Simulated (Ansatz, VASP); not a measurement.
Two plane-wave programs on Al

Contents of INCAR:

```
ALGO = Normal
EDIFF = 1E-7
ENCUT = 520
GGA = PS
ISIF = 2
ISMEAR = 0
IVDW = 12
LASPH = True
LCHARG = False
LREAL = False
LWAVE = False
NBANDS = 14
NELM = 80
PREC = Accurate
SIGMA = 0.15
```

Contents of KPOINTS:

```
k-points
0
Gamma
  18 18 6
```

Contents of POSCAR:

```
Al
1.0
    2.7814633102      0.0000000000      0.0000000000
   -1.3907316551      2.4088178864      0.0000000000
    0.0000000000      0.0000000000      8.9474111763
Al
4
Direct
    0.0000000000      0.0000000000      0.0000000000
    0.3333333333      0.6666666667      0.2500000000
    0.0000000000      0.0000000000      0.5000000000
    0.6666666667      0.3333333333      0.7500000000
```

Input for Ansatz:

```yaml
crystal:
  lattice:
    - [2.7814633102, 0.0, 0.0]
    - [-1.3907316551, 2.4088178864, 0.0]
    - [0.0, 0.0, 8.9474111763]
  atoms:
    - { symbol: Al, position: [0.0, 0.0, 0.0] }
    - { symbol: Al, position: [0.3333333333, 0.6666666667, 0.25] }
    - { symbol: Al, position: [0.0, 0.0, 0.5] }
    - { symbol: Al, position: [0.6666666667, 0.3333333333, 0.75] }
basis:
  ecutwfc: 420
kpoints:
  mp_grid: { grid: [18, 18, 6] }
hamiltonian:
  xc: pbesol
  pseudopotentials: { kind: paw, azcp: { folder: soft_1 } }
  dispersion: d3bj
scf:
  occupations: { method: gaussian, width: 0.15 }
output:
  forces: true
  stress: true
  eigenvalues: true
```

Alike in both runs: task single point; functional PBEsol; dispersion D3(BJ); k mesh 18 × 18 × 6; occupations gaussian, width 0.15 eV; no spin polarisation.

|  | VASP | Ansatz |
| --- | --- | --- |
| version | VASP 6.6.1 | Ansatz 0.2.0 |
| potentials or method | VASP PAW PBE potentials, release 64 (Al), cutoff 520 eV | scalar-relativistic, plane waves, PAW |
| valence electrons in the cell | 12 | 12 |

|  | VASP | Ansatz | Ansatz less VASP |
| --- | --- | --- | --- |
| gap on the k mesh at the Fermi level (eV) | none | none | - |
| pressure (GPa) | 4.1 | 4.0 | -0.12 |
| traceless stress, the component that is largest in VASP (GPa) | 1.66 | 1.66 | -0.008 |

VASP's potentials were made for PBE, not for PBEsol, and Ansatz warns of the same on its side. A gap of «none» marks a metal or a gap that the smearing closes.
